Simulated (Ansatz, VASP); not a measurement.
# Mg5SiSb2: VASP beside Ansatz

INCAR

```
SYSTEM = Mg5SiSb2
PREC = Accurate
ENCUT = 600
EDIFF = 1E-7
ISMEAR = 0
SIGMA = 0.1
LREAL = .False.
LASPH = .True.
NELM = 60
ALGO = Normal
ISIF = 3
LWAVE = .False.
LCHARG = .False.
GGA = PE
IBRION = 2
NSW = 90
EDIFFG = -0.04
```

KPOINTS

```
regular mesh
0
Gamma
  4 4 2
  0 0 0
```

Contents of POSCAR:

```
Mg5SiSb2
1.0
    4.0759132100      0.0000000000      0.0000000000
    0.0000000000      4.0759132100      0.0000000000
    0.0000000000      0.0000000000      8.9365399300
Mg Si Sb
5 1 2
Direct
    0.0000000000      0.5000000000      0.2623090100
    0.5000000000      0.0000000000      0.7376909900
    0.5000000000      0.0000000000      0.2623090100
    0.0000000000      0.5000000000      0.7376909900
    0.5000000000      0.5000000000      0.0000000000
    0.0000000000      0.0000000000      0.5000000000
    0.0000000000      0.0000000000      0.0000000000
    0.5000000000      0.5000000000      0.5000000000
```

Input for Ansatz:

```yaml
crystal:
  lattice:
    - [4.07591321, 0.0, 0.0]
    - [0.0, 4.07591321, 0.0]
    - [0.0, 0.0, 8.93653993]
  atoms:
    - { symbol: Mg, position: [0.0, 0.5, 0.26230901] }
    - { symbol: Mg, position: [0.5, 0.0, 0.73769099] }
    - { symbol: Mg, position: [0.5, 0.0, 0.26230901] }
    - { symbol: Mg, position: [0.0, 0.5, 0.73769099] }
    - { symbol: Mg, position: [0.5, 0.5, 0.0] }
    - { symbol: Si, position: [0.0, 0.0, 0.5] }
    - { symbol: Sb, position: [0.0, 0.0, 0.0] }
    - { symbol: Sb, position: [0.5, 0.5, 0.5] }
basis:
  ecutwfc: 420
kpoints:
  mp_grid: { grid: [4, 4, 2] }
hamiltonian:
  xc: pbe
scf:
  occupations: { method: gaussian, width: 0.1 }
  lower_state_search: "off"
output:
  forces: true
  stress: true
  eigenvalues: true
relax:
  adjacent_minimum: "off"
  f_tol: 0.04
  max_steps: 70
  cell: { stress_tol: 0.4 }
```

Change from the starting cell: species swapped into the Al5CuMo2 type (P4/mmm, No. 123).

Alike in both runs: task relaxation of cell and atoms; functional PBE; k mesh 4 × 4 × 2; occupations gaussian, width 0.1 eV; no spin polarisation.

|  | VASP | Ansatz |
| --- | --- | --- |
| version | VASP 6.6.1 | Ansatz 0.2.0 |
| potentials or method | VASP PAW PBE potentials, release 64 (Mg, Si, Sb), cutoff 600 eV | scalar-relativistic, plane waves, PAW |
| valence electrons in the cell | 24 | 84 |

```tsv
	VASP	Ansatz	Ansatz less VASP
gap on the k mesh at the Fermi level, each at its own relaxed structure (eV)	none	none	-
relaxed volume (Å³/atom)	21.93	22.01	+0.078
relaxed cell length with the largest relative difference (Å)	8.999	9.043	+0.0437
```

A gap of «none» marks a metal or a gap that the smearing closes. VASP's potentials hold 24 valence electrons a cell and Ansatz's 84, so a difference there can come from the potentials and not from the codes.

The k mesh is coarse, so the values compare programs but aren't converged. Spin-orbit coupling is off throughout. Noted on VASP's run: the volume moved by over 15 % at a fixed basis, so the end points are rough.
